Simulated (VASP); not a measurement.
Wanted: the native input for a VASP 6.6.1 run.

| Property | Result |
| --- | --- |
| Task | electric field gradients |
| Functional | PBE |
| Potentials or basis | VASP PAW PBE potentials, release 64 (Pb_d, O) |
| Cutoff | 520 eV |
| k mesh | 6 × 6 × 7 |
| Occupations | fermi-dirac, width 0.01 eV |
| Spin | no spin polarisation |
| Dipole correction | no |
| Further INCAR settings | ALGO = Normal; EDIFF = 1e-08; NBANDS = 50 |

The structure of PbO lies in POSCAR:

```
PbO
1.0
    5.8931000000      0.0000000000      0.0000000000
    0.0000000000      5.4904000000      0.0000000000
    0.0000000000      0.0000000000      4.7528000000
Pb O
4 4
Direct
    0.2297000000      0.9884000000      0.2500000000
    0.7703000000      0.0116000000      0.7500000000
    0.2297000000      0.5116000000      0.7500000000
    0.7703000000      0.4884000000      0.2500000000
    0.8653000000      0.0917000000      0.2500000000
    0.1347000000      0.9083000000      0.7500000000
    0.8653000000      0.4083000000      0.7500000000
    0.1347000000      0.5917000000      0.2500000000
```

The input as run:

INCAR

```
ALGO = Normal ; EDIFF = 1E-8
ENCUT = 520 ; GGA = PE
ISIF = 2 ; ISMEAR = -1
LASPH = True ; LCHARG = False
LEFG = True ; LREAL = False
LWAVE = False ; NBANDS = 50
NELM = 80 ; PREC = Accurate
SIGMA = 0.01
```

KPOINTS

```
k-points
0
Gamma
  6 6 7
```

Potentials or basis: VASP PAW PBE potentials, release 64 (Pb_d, O).

Command:

```bash
$ cat potpaw_PBE.64/Pb_d/POTCAR potpaw_PBE.64/O/POTCAR > POTCAR
$ mpirun -np 1 vasp_std > vasp.out
```

It gave:

```yaml
Pressure: 4.7 GPa
Largest_force: 0.500 eV/Å
Band_gap_on_the_k_mesh: 2.25 eV (least direct gap 2.60 eV)
Largest_electric_field_gradient_by_atom: Pb -370.6; O +34.5 V/Å²
```

Caveat: the cell stands under pressure; without QUAD_EFG the Cq values of the log hold for a quadrupole moment of 1 mb, not for the nuclei; spin-orbit coupling is left out, which moves the levels of the heavy elements; an odd mesh through Γ misses points on the zone boundary, where band edges can lie.

Run time: 9.1 min on 1 thread of Oxide Virtual Turin-like Processor, with other jobs on the host, peak memory 0.46 GiB.
